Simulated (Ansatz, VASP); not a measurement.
# ScNb in VASP and in Ansatz

The input INCAR:

```
SYSTEM = ScNb
PREC     = Accurate       ! precision mode
ENCUT    = 520            ! plane-wave cutoff, eV
EDIFF    = 1E-6           ! SCF threshold, eV
ISMEAR   = 0              ! smearing method
SIGMA    = 0.15           ! smearing width, eV
LREAL    = .False.        ! projectors in reciprocal space
LASPH    = .True.         ! aspherical terms in the spheres
NELM     = 80             ! most SCF steps
ALGO     = Fast           ! electronic algorithm
ISIF     = 2              ! what is computed and relaxed
LWAVE    = .False.        ! write WAVECAR
LCHARG   = .False.        ! write CHGCAR
GGA      = CA             ! functional
NBANDS   = 19             ! bands
```

The input KPOINTS:

```
Automatic mesh
0
Gamma
  18 18 10
  0 0 0
```

The input POSCAR:

```
ScNb
1.0
    3.0656443612      0.0000000000      0.0000000000
   -1.5328221806      2.6549258957      0.0000000000
    0.0000000000      0.0000000000      5.6428158250
Sc Nb
1 1
Direct
    0.0000000000      0.0000000000      0.0000000000
    0.3333333333      0.6666666667      0.5000000000
```

Input for Ansatz:

```yaml
crystal:
  lattice:
    - [3.0656443612, 0.0, 0.0]
    - [-1.5328221806, 2.6549258957, 0.0]
    - [0.0, 0.0, 5.642815825]
  atoms:
    - { symbol: Sc, position: [0.0, 0.0, 0.0] }
    - { symbol: Nb, position: [0.3333333333, 0.6666666667, 0.5] }
basis:
  ecutwfc: 420
kpoints:
  mp_grid: { grid: [18, 18, 10] }
hamiltonian:
  xc: lda
scf:
  occupations: { method: gaussian, width: 0.15 }
output:
  forces: true
  stress: true
  eigenvalues: true
```

Change from the starting cell: strain +0.1125 x Voigt [0, 0, 1, 0, 0, 0], atoms carried along.

Alike in both runs: task single point; functional LDA; k mesh 18 × 18 × 10; occupations gaussian, width 0.15 eV; no spin polarisation.

```csv
,VASP,Ansatz
version,VASP 6.6.1,Ansatz 0.2.0
potentials or method,"VASP PAW LDA potentials, release 64 (Sc_sv, Nb_sv), cutoff 520 eV","scalar-relativistic, plane waves, PAW"
valence electrons in the cell,24,24
```

Ansatz gave:

- gap on the k mesh at the Fermi level (eV): none
- pressure (GPa): -14.7
- traceless stress, the component that is largest in VASP (GPa): -5.68

**Question.** Estimate VASP's values.

**Answer.** gap on the k mesh at the Fermi level (eV): none; pressure (GPa): -14.7; traceless stress, the component that is largest in VASP (GPa): -5.64.

LDA's correlation is that of Perdew and Zunger in VASP and of Perdew and Wang (1992) in Ansatz. A gap of «none» marks a metal or a gap that the smearing closes.
